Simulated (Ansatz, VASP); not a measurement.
## Mg7MnS8 in VASP and in Ansatz

Contents of INCAR:

```
SYSTEM = Mg7MnS8
ALGO = Normal ; EDIFF = 1E-7
ENCUT = 520 ; GGA = PS
ISIF = 2 ; ISMEAR = 0
ISPIN = 2 ; LASPH = .TRUE.
LCHARG = .FALSE. ; LDAU = .TRUE.
LDAUJ = 0 0 0 ; LDAUL = 2 -1 -1
LDAUPRINT = 1 ; LDAUTYPE = 2
LDAUU = 3.5 0 0 ; LMAXMIX = 4
LORBIT = 11 ; LREAL = Auto
LWAVE = .FALSE. ; MAGMOM = 4.86 0 0 0 0 0 0 0.02 0 0.03 0.03 0.03 0.03 0.03 0.03 0
NBANDS = 56 ; NELM = 150
PREC = Accurate ; SIGMA = 0.05
```

KPOINTS

```
k-points
0
G
  3 3 3
  0 0 0
```

Contents of POSCAR:

```
Mg7MnS8
1.0
    0.0000000000      5.2033000000      5.2033000000
    5.2033000000      0.0000000000      5.2033000000
    5.2033000000      5.2033000000      0.0000000000
Mn Mg S
1 7 8
Direct
    0.0000000000      0.0000000000      0.0000000000
    0.0000000000      0.0000000000      0.5000000000
    0.0000000000      0.5000000000      0.0000000000
    0.0000000000      0.5000000000      0.5000000000
    0.5000000000      0.0000000000      0.0000000000
    0.5000000000      0.0000000000      0.5000000000
    0.5000000000      0.5000000000      0.0000000000
    0.5000000000      0.5000000000      0.5000000000
    0.2500000000      0.2500000000      0.2500000000
    0.2500000000      0.2500000000      0.7500000000
    0.2500000000      0.7500000000      0.2500000000
    0.2500000000      0.7500000000      0.7500000000
    0.7500000000      0.2500000000      0.2500000000
    0.7500000000      0.2500000000      0.7500000000
    0.7500000000      0.7500000000      0.2500000000
    0.7500000000      0.7500000000      0.7500000000
```

Input for Ansatz:

```yaml
crystal:
  lattice:
    - [0.0, 5.2033, 5.2033]
    - [5.2033, 0.0, 5.2033]
    - [5.2033, 5.2033, 0.0]
  atoms:
    - { symbol: Mn, position: [0.0, 0.0, 0.0], spin: 4.0 }
    - { symbol: Mg, position: [0.0, 0.0, 0.5] }
    - { symbol: Mg, position: [0.0, 0.5, 0.0] }
    - { symbol: Mg, position: [0.0, 0.5, 0.5] }
    - { symbol: Mg, position: [0.5, 0.0, 0.0] }
    - { symbol: Mg, position: [0.5, 0.0, 0.5] }
    - { symbol: Mg, position: [0.5, 0.5, 0.0] }
    - { symbol: Mg, position: [0.5, 0.5, 0.5] }
    - { symbol: S, position: [0.25, 0.25, 0.25] }
    - { symbol: S, position: [0.25, 0.25, 0.75] }
    - { symbol: S, position: [0.25, 0.75, 0.25] }
    - { symbol: S, position: [0.25, 0.75, 0.75] }
    - { symbol: S, position: [0.75, 0.25, 0.25] }
    - { symbol: S, position: [0.75, 0.25, 0.75] }
    - { symbol: S, position: [0.75, 0.75, 0.25] }
    - { symbol: S, position: [0.75, 0.75, 0.75] }
basis:
  ecutwfc: 420
  ecutrho_ratio: 4
kpoints:
  mp_grid: { grid: [3, 3, 3] }
hamiltonian:
  xc: pbesol
  hubbard:
    sites:
      - { site: 0, l: d, u_eff: 3.5, starting_ns: [{ spin: up, occupation_matrix: s0up }, { spin: down, occupation_matrix: s0down }] }
    occupation_matrices:
      s0up:
        matrix:
          - [0.95391, -0.07426, 0.03837, -0.03094, 0.08416]
          - [-0.07426, 0.62728, 0.17707, -0.1428, 0.38842]
          - [0.03837, 0.17707, 0.87851, 0.07378, -0.20068]
          - [-0.03094, -0.1428, 0.07378, 0.9105, 0.16184]
          - [0.08416, 0.38842, -0.20068, 0.16184, 0.5298]
      s0down:
        matrix:
          - [0.02, 0.0, 0.0, 0.0, 0.0]
          - [0.0, 0.02, 0.0, 0.0, 0.0]
          - [0.0, 0.0, 0.02, 0.0, 0.0]
          - [0.0, 0.0, 0.0, 0.02, 0.0]
          - [0.0, 0.0, 0.0, 0.0, 0.02]
    ns_hold: { iters: 12 }
scf:
  occupations: { method: gaussian, width: 0.05 }
  lower_state_search: "off"
  max_iter: 150
output:
  forces: true
  stress: true
  eigenvalues: true
  populations: true
  hubbard: { sites: [{ site: 0, l: d }] }
magnetization:
  spin_polarized: true
```

Alike in both runs: task single point; functional PBEsol; k mesh 3 × 3 × 3; occupations gaussian, width 0.05 eV; collinear spin; Hubbard terms Mn d U = 3.5 eV.

|  | VASP | Ansatz |
| --- | --- | --- |
| version | VASP 6.6.1 | Ansatz 0.2.0 |
| potentials or method | VASP PAW PBE potentials, release 64 (Mn_pv, Mg, S), cutoff 520 eV | scalar-relativistic, plane waves, PAW |
| valence electrons in the cell | 75 | 133 |

|  | VASP | Ansatz | Ansatz less VASP |
| --- | --- | --- | --- |
| gap on the k mesh at the Fermi level (eV) | 2.06 | 2.03 | -0.033 |
| least direct gap on the mesh (eV) | 2.06 | 2.03 | -0.033 |
| pressure (GPa) | -1.1 | -0.8 | +0.26 |
| net moment per atom (μB) | 0.31 | 0.31 | 0.000 |
| size of the moment on the site where the two differ most (μB) | 4.51 | 4.42 | -0.091 |

VASP's potentials were made for PBE, not for PBEsol. Site moments also hang on the region over which each program counts them. The programs project onto different local orbitals, so the same U acts differently, and such runs can settle in different states. VASP's potentials hold 75 valence electrons a cell and Ansatz's 133, so a difference there can come from the potentials and not from the codes. Ansatz's warnings: specified occupation not kept, symmetry narrowed by occupation matrices.
